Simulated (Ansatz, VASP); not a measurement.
One calculation of BN, two programs

```
B N
1.0
     2.51000    0.00000    0.00000
    -1.25500    2.17372    0.00000
     0.00000    0.00000    6.69000
B N
2 2
Direct
  0.00000 0.00000 0.50000
  0.33333 0.66667 0.00000
  0.00000 0.00000 0.00000
  0.60382 0.28733 0.50000
```

Alike in both runs: task single point; functional PBE; dispersion D3(BJ); k mesh 12 × 12 × 4; occupations gaussian, width 0.05 eV; no spin polarisation.

|  | VASP | Ansatz |
| --- | --- | --- |
| version | VASP 6.6.1 | Ansatz 0.2.0 |
| potentials or method | VASP PAW PBE potentials, release 64 (B, N), cutoff 520 eV | scalar-relativistic, plane waves, PAW |
| valence electrons in the cell | 16 | 16 |

|  | VASP | Ansatz | Ansatz less VASP |
| --- | --- | --- | --- |
| gap on the k mesh at the Fermi level (eV) | 3.62 | 3.63 | +0.005 |
| least direct gap on the mesh (eV) | 4.37 | 4.38 | +0.007 |
| pressure (GPa) | 3.0 | 3.0 | -0.02 |
| traceless stress, the component that is largest in VASP (GPa) | 7.86 | 7.77 | -0.087 |
| rms of the force components (eV/Å) | 2.801 | 2.806 | +0.0057 |

Atom by atom the forces differ by 0.006 eV/Å (rms over components).
